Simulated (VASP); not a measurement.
A run of VASP 6.6.1 is set up as follows.

Contents of INCAR:

```
SYSTEM = Mo
PREC = Accurate
ENCUT = 520
EDIFF = 1E-6
ISMEAR = -1
SIGMA = 0.1
LREAL = .False.
LASPH = .True.
NELM = 80
ALGO = Normal
ISIF = 2
LWAVE = .False.
LCHARG = .False.
GGA = RP
NBANDS = 13
```

KPOINTS

```
regular mesh
0
Gamma
  14 14 14
  0 0 0
```

The input POSCAR:

```
Mo
1.0
   -1.5884918255      1.5884918255      1.5884918255
    1.5884918255     -1.5884918255      1.5884918255
    1.5884918255      1.5884918255     -1.5884918255
Mo
1
Direct
    0.0000000000      0.0000000000      0.0000000000
```

Potentials or basis: VASP PAW PBE potentials, release 64 (Mo_sv).

The run is started by

```console
$ cat potpaw_PBE.64/Mo_sv/POTCAR > POTCAR
$ mpirun -np 1 vasp_std > vasp.out
```

Problem. Predict the band gap on the k mesh.

Solution. Zero (band 7 reaches 16.08 eV, above the bottom of band 8 at 10.94 eV).

Problem. Estimate the pressure.

Solution. 0.5 GPa.

Caveat: the PAW data sets were made with another functional, which shifts forces and pressure a little.
